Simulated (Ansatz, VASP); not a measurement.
Mo16H in VASP and in Ansatz

```
CELL_PARAMETERS angstrom
6.32262 0.00000 0.00000
0.00000 6.32262 0.00000
0.00000 0.00000 6.32262
ATOMIC_POSITIONS crystal
Mo 0.99778 0.99889 0.99987
Mo 0.24976 0.24513 0.23971
Mo 0.99854 0.00060 0.49984
Mo 0.24978 0.24495 0.75994
Mo 0.99877 0.50144 0.99978
Mo 0.24975 0.75205 0.24856
Mo 0.98967 0.50748 0.49983
Mo 0.24977 0.75190 0.75101
Mo 0.50171 0.99882 0.99989
Mo 0.74978 0.25126 0.24883
Mo 0.50095 0.00062 0.49992
Mo 0.74978 0.25118 0.75071
Mo 0.50068 0.50139 0.99985
Mo 0.74973 0.75379 0.24774
Mo 0.50984 0.50758 0.49987
Mo 0.74976 0.75376 0.75170
H 0.24970 0.37625 0.49987
```

Alike in both runs: functional PBE; k mesh 3 × 3 × 3; occupations methfessel-paxton of order 1, width 0.1 eV; no spin polarisation.

Ansatz relaxed the structure, and its values are those at the end. VASP's run is a single point on that final structure, the one shown.

|  | VASP | Ansatz |
| --- | --- | --- |
| version | VASP 6.6.1 | Ansatz 0.2.0 |
| potentials or method | VASP PAW PBE potentials, release 64 (Mo_sv, H), cutoff 520 eV | plane-wave PAW DFT |
| valence electrons in the cell | 225 | 225 |

```tsv
	VASP	Ansatz	Ansatz less VASP
rms of the force components (eV/Å)	0.007	0.007	+0.0001
```
